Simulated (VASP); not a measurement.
Wanted: the native input for a VASP 6.6.1 run.

* Task: single point
* Functional: PBE
* Potentials or basis: VASP PAW PBE potentials, release 64 (Zn, Se)
* Cutoff: 520 eV
* k mesh: 6 × 6 × 6
* Occupations: gaussian, width 0.01 eV
* Spin: no spin polarisation
* Dipole correction: no
* Further INCAR settings: ALGO = Normal; EDIFF = 1e-06; NBANDS = 16

The structure of ZnSe (Stilleite) lies in POSCAR:

```
ZnSe
1.0
    0.0000000000      2.9029441738      2.9029441738
    2.9029441738      0.0000000000      2.9029441738
    2.9029441738      2.9029441738      0.0000000000
Zn Se
1 1
Direct
    0.0000000000      0.0000000000      0.0000000000
    0.2500000000      0.2500000000      0.2500000000
```

The input as run:

INCAR

```
SYSTEM = ZnSe
ALGO = Normal ; EDIFF = 1E-6
ENCUT = 520 ; GGA = PE
ISIF = 2 ; ISMEAR = 0
LASPH = .TRUE. ; LCHARG = .FALSE.
LREAL = .FALSE. ; LWAVE = .FALSE.
NBANDS = 16 ; NELM = 60
PREC = Accurate ; SIGMA = 0.01
```

KPOINTS

```
k-points
0
G
  6 6 6
  0 0 0
```

Potentials or basis: VASP PAW PBE potentials, release 64 (Zn, Se).

Run with:

```sh
$ cat potpaw_PBE.64/Zn/POTCAR potpaw_PBE.64/Se/POTCAR > POTCAR
$ mpirun -np 1 vasp_std > vasp.out
```

Results of the run:

```json
{
  "Pressure": "-1.8 GPa",
  "Band gap on the k mesh": "1.01 eV, direct"
}
```

Wall time 6.5 s on 1 thread of Intel(R) Xeon(R) Platinum 8559C (Emerald Rapids) (shared host), peak memory 0.17 GiB.
